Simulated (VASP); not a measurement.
# CO2 in VASP: single point with r2SCAN

Aim: the single point of CO2 with r2SCAN.

All numbers are computed with VASP 6.6.1; they aren't measurements. Logs are shortened: lines on timing, memory, paths and dates and some standing lists are left out, and cuts for length are marked.

### Step 1. The cell of the first run

The typed cell holds 12 atoms: a = 5.581 Å, b = 5.578 Å, c = 5.577 Å, α = 90.00°, β = 90.00°, γ = 89.99°.

### Step 2. Single point, r2SCAN

POSCAR reads:

```
CO2
1.0
    5.5814007732      0.0003577678     -0.0000988137
    0.0003705338      5.5777227393      0.0000863806
   -0.0000810352      0.0000880751      5.5773988172
C O
4 8
Direct
   -0.0026538551      1.0013708294      0.9982104560
    0.4973748656      1.0013957081      0.4982060979
    0.4973686301      0.5013475523     -0.0017887453
   -0.0026250450      0.5013646603      0.4982534555
    0.1173119842      0.1213790320      0.1184202208
    0.3773912161      0.8814099319      0.6184203750
    0.6173815773      0.3813354906      0.8780281041
    0.8773754506      0.6213578441      0.3780228049
    0.8773802044      0.8813614770      0.8780011210
    0.6173579727      0.1213815816      0.3779908890
    0.3773578572      0.6213617845      0.1183945751
    0.1173750720      0.3813700981      0.6184835861
```

INCAR.step1 reads:

```
  ALGO = Normal
  EDIFF = 1E-4
  ENCUT = 520
  GGA = PE
  ISMEAR = -1
  LASPH = T
  LCHARG = F
  LREAL = F
  LWAVE = T
  NBANDS = 44
  NELM = 100
  PREC = Accurate
  SIGMA = 0.024
```

INCAR.step2 reads:

```
  ALGO = Normal
  EDIFF = 1E-7
  ENCUT = 520
  ISIF = 2
  ISMEAR = -1
  ISTART = 1
  LASPH = T
  LCHARG = T
  LELF = T
  LMIXTAU = T
  LREAL = F
  LVHAR = T
  LWAVE = F
  METAGGA = R2SCAN
  NBANDS = 44
  NELM = 100
  PREC = Accurate
  SIGMA = 0.024
```

KPOINTS reads:

```
Automatic mesh
0
Gamma
  3 3 3
  0.5 0 0
```

Potentials or basis: VASP PAW PBE potentials, release 64 (C, O).

On the command line:

```bash
$ cat potpaw_PBE.64/C/POTCAR potpaw_PBE.64/O/POTCAR > POTCAR
$ cp INCAR.step1 INCAR
$ mpirun -np 1 vasp_std > vasp.out
$ cp INCAR.step2 INCAR
$ mpirun -np 1 vasp_std > vasp.out
```

OUTCAR:

```text
EDIFF = 1E-7
   ENCUT = 520
   ISIF = 2
   ISMEAR = -1
   ISTART = 1
   LASPH = T
   LREAL = F
   METAGGA = R2SCAN
   NELM = 100
   PREC = Accurate

 ion  position               nearest neighbor table
   1  0.997  0.001  0.998-   5 1.16   9 1.16
   2  0.497  0.001  0.498-   6 1.16  10 1.16
   3  0.497  0.501  0.998-   7 1.16  11 1.16
   4  0.997  0.501  0.498-   8 1.16  12 1.16
   5  0.117  0.121  0.118-   1 1.16
   6  0.377  0.881  0.618-   2 1.16
   7  0.617  0.381  0.878-   3 1.16
   8  0.877  0.621  0.378-   4 1.16
   9  0.877  0.881  0.878-   1 1.16
  10  0.617  0.121  0.378-   2 1.16
  11  0.377  0.621  0.118-   3 1.16
  12  0.117  0.381  0.618-   4 1.16

  LATTYP: Found a base centered monoclinic cell.
 ALAT       =    32.5308891924
 B/A-ratio  =     0.2424767862
 C/A-ratio  =     0.2970165078
 COS(beta)  =    -0.9901426009

  Lattice vectors:

 A1 = ( -11.1619794436,  11.1546418679,  -5.5770284286)
 A2 = ( -11.1622689422,   5.5768310535, -11.1545136264)
 A3 = (   5.5809492042,  -5.5772768964,   5.5772136229)

Analysis of symmetry for initial positions (statically):
=====================================================================
 Subroutine PRICEL returns:
 Original cell was already a primitive cell.

 Routine SETGRP: Setting up the symmetry group for a
 base centered monoclinic supercell.

 Subroutine GETGRP returns: Found  1 space group operations
 (whereof  1 operations were pure point group operations)
 out of a pool of  4 trial point group operations.

The static configuration has the point symmetry C_1 .

Analysis of symmetry for dynamics (positions and initial velocities):
=====================================================================
 Subroutine PRICEL returns:
 Original cell was already a primitive cell.

 Routine SETGRP: Setting up the symmetry group for a
 base centered monoclinic supercell.

 Subroutine GETGRP returns: Found  1 space group operations
 (whereof  1 operations were pure point group operations)
 out of a pool of  4 trial point group operations.

The dynamic configuration has the point symmetry C_1 .

 Subroutine INISYM returns: Found  1 space group operations
 (whereof  1 operations are pure point group operations),
 and found     1 'primitive' translations

----------------------------------------------------------------------------------------

                                     Primitive cell

  volume of cell :     173.6328

  direct lattice vectors                    reciprocal lattice vectors
     5.581400773  0.000357768 -0.000098814     0.179166493 -0.000011902  0.000002603
     0.000370534  5.577722739  0.000086381    -0.000011492  0.179284638 -0.000002831
    -0.000081035  0.000088075  5.577398817     0.000003174 -0.000002777  0.179295050

  length of vectors
     5.581400786  5.577722752  5.577398818     0.179166494  0.179284639  0.179295050

  position of ions in fractional coordinates (direct lattice)
     0.997346145  0.001370829  0.998210456
     0.497374866  0.001395708  0.498206098
     0.497368630  0.501347552  0.998211255
     0.997374955  0.501364660  0.498253455
     0.117311984  0.121379032  0.118420221
     0.377391216  0.881409932  0.618420375
     0.617381577  0.381335491  0.878028104
     0.877375451  0.621357844  0.378022805
     0.877380204  0.881361477  0.878001121
     0.617357973  0.121381582  0.377990889
     0.377357857  0.621361785  0.118394575
     0.117375072  0.381370098  0.618483586

  ion indices of the primitive-cell ions
   primitive index   ion index
                 1           1
                 2           2
                 3           3
                 4           4
                 5           5
                 6           6
                 7           7
                 8           8
                 9           9
                10          10
                11          11
                12          12

----------------------------------------------------------------------------------------

 KPOINTS: Automatic mesh

Automatic generation of k-mesh.
 Grid dimensions read from file:
 generate k-points for:    3    3    3

 Generating k-lattice:

  Cartesian coordinates                     Fractional coordinates (reciprocal lattice)
     0.059722164 -0.000003967  0.000000868     0.333333333  0.000000000  0.000000000
    -0.000003831  0.059761546 -0.000000944     0.000000000  0.333333333  0.000000000
     0.000001058 -0.000000926  0.059765017     0.000000000  0.000000000  0.333333333

  Length of vectors
     0.059722165  0.059761546  0.059765017

  Shift w.r.t. Gamma in fractional coordinates (k-lattice)
     0.500000000  0.000000000  0.000000000

 Subroutine IBZKPT returns following result:
 ===========================================

 Found     14 irreducible k-points:

 Following reciprocal coordinates:
            Coordinates               Weight
  0.166667 -0.000000  0.000000      2.000000
  0.500000 -0.000000  0.000000      1.000000
  0.166667  0.333333 -0.000000      2.000000
 -0.166667  0.000000  0.333333      2.000000
  0.500000  0.333333  0.000000      2.000000
  0.500000  0.000000  0.333333      2.000000
 -0.166667  0.333333  0.000000      2.000000
  0.166667  0.000000  0.333333      2.000000
  0.166667  0.333333  0.333333      2.000000
 -0.166667  0.333333  0.333333      2.000000
  0.500000  0.333333  0.333333      2.000000
  0.166667 -0.333333  0.333333      2.000000
  0.500000 -0.333333  0.333333      2.000000
 -0.166667 -0.333333  0.333333      2.000000
   k-points           NKPTS =     14   k-points in BZ     NKDIM =     14   number of bands    NBANDS=     44
   number of dos      NEDOS =    301   number of ions     NIONS =     12
   total plane-waves  NPLWV =  74088
   dimension x,y,z NGX =    42 NGY =   42 NGZ =   42
   dimension x,y,z NGXF=    84 NGYF=   84 NGZF=   84
   ions per type =               4   8
   NGX,Y,Z   is equivalent  to a cutoff of  12.51, 12.52, 12.52 a.u.
   NGXF,Y,Z  is equivalent  to a cutoff of  25.02, 25.04, 25.04 a.u.
 SYSTEM =  unknown system
   PREC   = accura    normal or accurate (medium, high low for compatibility)
   ISTART =      1    job   : 0-new  1-cont  2-samecut
   ICHARG =      0    charge: 1-file 2-atom 10-const
   ISPIN  =      1    spin polarized calculation?
   LNONCOLLINEAR =      F non collinear calculations
   LSORBIT =      F    spin-orbit coupling
   LASPH  =      T    aspherical Exc in radial PAW
   ENCUT  =  520.0 eV  38.22 Ry    6.18 a.u.  10.38 10.37 10.37*2*pi/ulx,y,z
   NELM   =    100;   NELMIN=  2; NELMDL=  0     # of ELM steps
   EDIFF  = 0.1E-06   stopping-criterion for ELM
   LREAL  =      F    real-space projection
   EDIFFG = 0.1E-05   stopping-criterion for IOM
   NSW    =      0    number of steps for IOM
   IBRION =     -1    ionic relax: 0-MD 1-quasi-New 2-CG
   NFREE  =      0    steps in history (QN), initial steepest desc. (CG)
   ISIF   =      2    stress and relaxation
   ISYM   =      2    0-nonsym 1-usesym 2-fastsym
   POTIM  = 0.5000    time-step for ionic-motion
   TEBEG  =    0.0;   TEEND  =   0.0 temperature during run
   PSTRESS=    0.0 pullay stress
   NELECT =      64.0000    total number of electrons
   NUPDOWN=      -1.0000    fix difference up-down
   EMIN   =  10.00;   EMAX   =-10.00  energy-range for DOS
   EFERMI =   0.00;   METHOD = LEGACY
   ISMEAR =    -1;   SIGMA  =   0.02  broadening in eV -4-tet -1-fermi 0-gaus
   EFERMI_NEDOS =   21; number of points for ismear=-14 and -15
   IALGO  =     38    algorithm
   IMIX   =      4    mixing-type and parameters
     AMIX     =   0.40;   BMIX     =  1.00
     AMIX_MAG =   1.60;   BMIX_MAG =  1.00
  volume/ion in A,a.u.               =      14.47        97.64
  Fermi-wavevector in a.u.,A,eV,Ry     =   1.173791  2.218144 18.745916  1.377786
  Thomas-Fermi vector in A             =   2.310199
   LORBIT       =      0    0 simple, 1 ext, 2 COOP (PROOUT), +10 PAW based schemes
   METAGGA = R2SCAN    functional components
   LHFCALC =     F    Hartree Fock is set to
   AEXX    =    0.0000 exact exchange contribution
   IVDW    =     0    specifies the selected vdW correction
   LEPSILON=     F    determine dielectric tensor
   LRPA    =     F    only Hartree local field effects (RPA)
 non-spin polarized calculation
  energy-cutoff  :      520.00
  volume of cell :      173.63
 maximum number of plane-waves:      4700
 NGX is ok and might be reduce to    42
   NGX = 21   NGY = 21   NGZ = 21

 number of electron      63.9999977 magnetization

 Free energy of the ion-electron system (eV)
  ---------------------------------------------------
  ext. energy  EPLUGINS =         0.00000000
  ---------------------------------------------------
  free energy    TOTEN  =      -103.04447917 eV

  energy without entropy =     -103.04447917  energy(sigma->0) =     -103.04447917

 E-fermi :  -3.4319     XC(G=0):  -8.3740

 val. band max:       -4.0404606653   @ k =   0.1667  -0.0000   0.0000
 cond. band min:       3.6520668936   @ k =   0.1667  -0.0000   0.0000
 fundamental gap:      7.6925275589
 Fermi energy:        -3.4319002017

 k-point     1 :       0.1667   -0.0000    0.0000
  band No.  band energies     occupation
      1     -25.8816      2.00000
      2     -25.6948      2.00000
      3     -25.6789      2.00000
      4     -25.6786      2.00000
      5     -24.6735      2.00000
      6     -24.6733      2.00000
[... 36 lines left out ...]
     43       7.8721      0.00000
     44       7.8802      0.00000

 k-point     2 :       0.5000   -0.0000    0.0000
  band No.  band energies     occupation
      1     -25.7911      2.00000
      2     -25.7911      2.00000
      3     -25.6785      2.00000
      4     -25.6784      2.00000
      5     -24.6711      2.00000
      6     -24.6710      2.00000
[... 556 lines left out ...]
 k-point    14 :      -0.1667   -0.3333    0.3333
  band No.  band energies     occupation
      1     -25.7961      2.00000
      2     -25.7208      2.00000
      3     -25.7204      2.00000
      4     -25.6997      2.00000
      5     -24.6673      2.00000
      6     -24.6635      2.00000
[... 36 lines left out ...]
     43       6.8208      0.00000
     44       7.5864      0.00000

------------------------ aborting loop because EDIFF is reached ----------------------------------------

  FORCE on cell =-STRESS in cart. coord.  units (eV):
  Direction    XX          YY          ZZ          XY          YZ          ZX
  --------------------------------------------------------------------------------------
  -------------------------------------------------------------------------------------
  Total        2.0487665      2.0490367      2.0571944     -0.0000999     -0.0001818     -0.0005065
  in kB       18.9047626     18.9072557     18.9825298     -0.0009216     -0.0016778     -0.0046738
  external PRESSURE =      18.9315160 kB  Pullay stress =       0.0000000 kB

 VOLUME and BASIS-vectors are now :
 -----------------------------------------------------------------------------
  energy-cutoff  :      520.00
  volume of cell :      173.63
      direct lattice vectors                 reciprocal lattice vectors
     5.581400773  0.000357768 -0.000098814     0.179166493 -0.000011902  0.000002603
     0.000370534  5.577722739  0.000086381    -0.000011492  0.179284638 -0.000002831
    -0.000081035  0.000088075  5.577398817     0.000003174 -0.000002777  0.179295050

 POSITION                                       TOTAL-FORCE (eV/Angst)
 -----------------------------------------------------------------------------------
      5.56651      0.00809      5.56732         0.000187     -0.000213      0.000188
      2.77601      0.00801      2.77865        -0.000027     -0.000294      0.000228
      2.77612      2.79664      5.56742         0.000096      0.000074      0.000267
      5.56689      2.79687      2.77890         0.000237     -0.000181      0.000106
      0.65480      0.67707      0.66048         0.454149      0.454052      0.454744
      2.10665      4.91645      3.44922        -0.454129     -0.454178      0.454635
      3.44592      2.12728      4.89708         0.454094     -0.453881     -0.454661
      4.89718      3.46611      2.10835        -0.454187      0.454081     -0.454724
      4.89727      4.91638      4.89695        -0.454066     -0.453906     -0.454683
      3.44574      0.67729      2.10816         0.453933      0.454173     -0.454721
      2.10641      3.46593      0.66035        -0.454083      0.453837      0.454378
      0.65521      2.12727      3.44955         0.453795     -0.453562      0.454243
 -----------------------------------------------------------------------------------
    total drift:                               -0.003073      0.002184     -0.002413

  FREE ENERGIE OF THE ION-ELECTRON SYSTEM (eV)
  ---------------------------------------------------
  free  energy   TOTEN  =      -103.0444791655 eV

  energy  without entropy=     -103.0444791655  energy(sigma->0) =     -103.04447917
```

It took 2.8 min on 1 thread of Intel Xeon 6975P-C (Granite Rapids), shared host; peak memory 0.3 GiB.

What came out:

```yaml
Free_energy: -103.0445 eV
Pressure: 1.9 GPa
Largest_force: 0.787 eV/Å
Band_gap_on_the_k_mesh: 7.69 eV, direct
```

Forces on the atoms (eV/Å):
```
C    0.000  0.000  0.000
C    0.000  0.000  0.000
C    0.000  0.000  0.000
C    0.000  0.000  0.000
O    0.454  0.454  0.455
O   -0.454 -0.454  0.455
O    0.454 -0.454 -0.455
O   -0.454  0.454 -0.455
O   -0.454 -0.454 -0.455
O    0.454  0.454 -0.455
O   -0.454  0.454  0.454
O    0.454 -0.454  0.454
```

Levels at points of the mesh, in eV from the valence-band top:
```csv
k point,band 29,band 30,band 31,band 32,band 33,band 34,band 35,band 36
"(0.50, 0.00, 0.00)",-0.30,-0.30,-0.07,-0.07,8.77,8.77,8.98,8.98
```

Caveat: the PAW data sets were made with another functional, which shifts forces and pressure a little.
